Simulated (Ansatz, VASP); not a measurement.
One calculation of Mn, two programs

```
Mn
1.0
     2.59530    0.00000    0.00000
    -1.29765    2.24760    0.00000
     0.00000    0.00000    4.21365
Mn
2
Cartesian
  0.0000 1.4984 1.0534
  1.2977 0.7492 3.1602
```

Alike in both runs: task single point; functional revPBE; k mesh 16 × 16 × 9; occupations fermi-dirac, width 0.05 eV; collinear spin.

|  | VASP | Ansatz |
| --- | --- | --- |
| version | VASP 6.6.1 | Ansatz 0.2.0 |
| potentials or method | VASP PAW PBE potentials, release 64 (Mn_sv), cutoff 680 eV | plane waves (420 eV) with PAW, scalar-relativistic |
| valence electrons in the cell | 30 | 30 |

Ansatz gave:

```
pressure (GPa)                                                : -14.9
traceless stress, the component that is largest in VASP (GPa) : 1.55
net moment per atom (μB)                                      : 0.00
size of the moment on the site where the two differ most (μB) : 1.53
```

**Question.** Which values does VASP return?

**Answer.** Pressure (GPa): -16.0; traceless stress, the component that is largest in VASP (GPa): 1.57; net moment per atom (μB): 0.00; size of the moment on the site where the two differ most (μB): 1.48.

VASP's potentials were made for PBE, not for revPBE. Site moments also hang on the region over which each program counts them. With one functional, cell and mesh, what is left measures potentials, basis and numerics.
